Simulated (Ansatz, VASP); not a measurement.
## One calculation of BeTe, two programs

```
Be Te
1.0
     0.00000    2.71548    2.91102
     2.71548    0.00000    2.91102
     2.71548    2.71548    0.00000
Be Te
1 1
Direct
  0.00000 0.00000 0.00000
  0.25000 0.25000 0.25000
```

Change from the starting cell: epitaxial_xy strain -4.0%.

Alike in both runs: task single point; functional PBE; k mesh 8 × 8 × 8; occupations fermi-dirac, width 0.02 eV; no spin polarisation.

|  | VASP | Ansatz |
| --- | --- | --- |
| version | VASP 6.6.1 | Ansatz 0.2.0 |
| potentials or method | VASP PAW PBE potentials, release 64 (Be, Te) | plane waves, PAW |
| plane-wave cutoff (eV) | 520 | 420 |
| valence electrons in the cell | 8 | 18 |

Ansatz gave:

| Property | Result |
| --- | --- |
| gap on the k mesh at the Fermi level (eV) | 1.59 |
| pressure (GPa) | 3.5 |
| traceless stress, the component that is largest in VASP (GPa) | -3.28 |

**Question.** Which values does VASP return?

**Answer.** gap on the k mesh at the Fermi level (eV): 1.57; pressure (GPa): 3.7; traceless stress, the component that is largest in VASP (GPa): -3.27.

VASP's potentials hold 8 valence electrons a cell and Ansatz's 18, so a difference there can come from the potentials and not from the codes.

Neither program's run includes spin-orbit coupling.
